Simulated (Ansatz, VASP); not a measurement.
CuI: VASP beside Ansatz

INCAR

```
PREC     = Accurate       # precision mode
ENCUT    = 520            # plane-wave cutoff, eV
EDIFF    = 1E-6           # SCF threshold, eV
ISMEAR   = -1             # smearing method
SIGMA    = 0.05           # smearing width, eV
LREAL    = F              # projectors in reciprocal space
LASPH    = T              # aspherical terms in the spheres
NELM     = 150            # most SCF steps
ALGO     = Normal         # electronic algorithm
ISIF     = 2              # what is computed and relaxed
LWAVE    = F              # write WAVECAR
LCHARG   = F              # write CHGCAR
LMAXMIX  = 4              # l up to which the mixer works
LDAU     = T              # DFT+U
LDAUTYPE = 2            
LDAUL    = -1 2           # shell
LDAUU    = 0 4.5          # U, eV
LDAUJ    = 0 0          
LDAUPRINT= 1            
GGA      = PE             # functional
NBANDS   = 16             # bands
```

The input KPOINTS:

```
regular mesh
0
Gamma
  8 8 8
```

File POSCAR:

```
CuI
1.0
    0.0000000000      3.0315000000      3.0315000000
    3.0315000000      0.0000000000      3.0315000000
    3.0315000000      3.0315000000      0.0000000000
I Cu
1 1
Direct
    0.0000000000      0.0000000000      0.0000000000
    0.7500000000      0.7500000000      0.7500000000
```

Contents of input.yaml:

```yaml
crystal:
  lattice:
    - [0.0, 3.0315, 3.0315]
    - [3.0315, 0.0, 3.0315]
    - [3.0315, 3.0315, 0.0]
  atoms:
    - { symbol: I, position: [0.0, 0.0, 0.0] }
    - { symbol: Cu, position: [0.75, 0.75, 0.75] }
hamiltonian:
  xc: pbe
  pseudopotentials: { kind: paw }
  hubbard: { sites: [{ species: Cu, l: d, u_eff: 4.5 }] }
kpoints:
  mp_grid: { grid: [8, 8, 8] }
  band_path:
    path:
      - [[0.0, 0.0, 0.0], [0.5, 0.0, 0.5], [0.5, 0.25, 0.75], [0.375, 0.375, 0.75], [0.0, 0.0, 0.0], [0.5, 0.5, 0.5], [0.625, 0.25, 0.625], [0.5, 0.25, 0.75], [0.5, 0.5, 0.5], [0.375, 0.375, 0.75]]
      - [[0.625, 0.25, 0.625], [0.5, 0.0, 0.5]]
    npoints: 14
scf:
  occupations: { method: fermi_dirac, width: 0.05 }
  n_extra_bands: 6
output:
  forces: true
  stress: true
  eigenvalues: true
  fatbands: false
```

Alike in both runs: functional PBE; k mesh 8 × 8 × 8; occupations fermi-dirac, width 0.05 eV; no spin polarisation; Hubbard terms Cu d U = 4.5 eV.

```csv
,VASP,Ansatz
version,VASP 6.6.1,Ansatz 0.2.0
potentials or method,"VASP PAW PBE potentials, release 64 (I, Cu)",Ansatz PAW
plane-wave cutoff (eV),520,420
valence electrons in the cell,18,36
task,single point,band structure
```

VASP gave:

```
gap on the k mesh at the Fermi level (eV) : 1.84
least direct gap on the mesh (eV)         : 1.84
pressure (GPa)                            : 1.0
```

**Question.** Estimate Ansatz's values.

**Answer.** gap on the k mesh at the Fermi level (eV): 1.91; least direct gap on the mesh (eV): 1.91; pressure (GPa): 1.1.

The programs project onto different local orbitals, so the same U acts differently, and such runs can settle in different states. VASP's potentials hold 18 valence electrons a cell and Ansatz's 36, so a difference there can come from the potentials and not from the codes.

Neither program's run includes spin-orbit coupling.
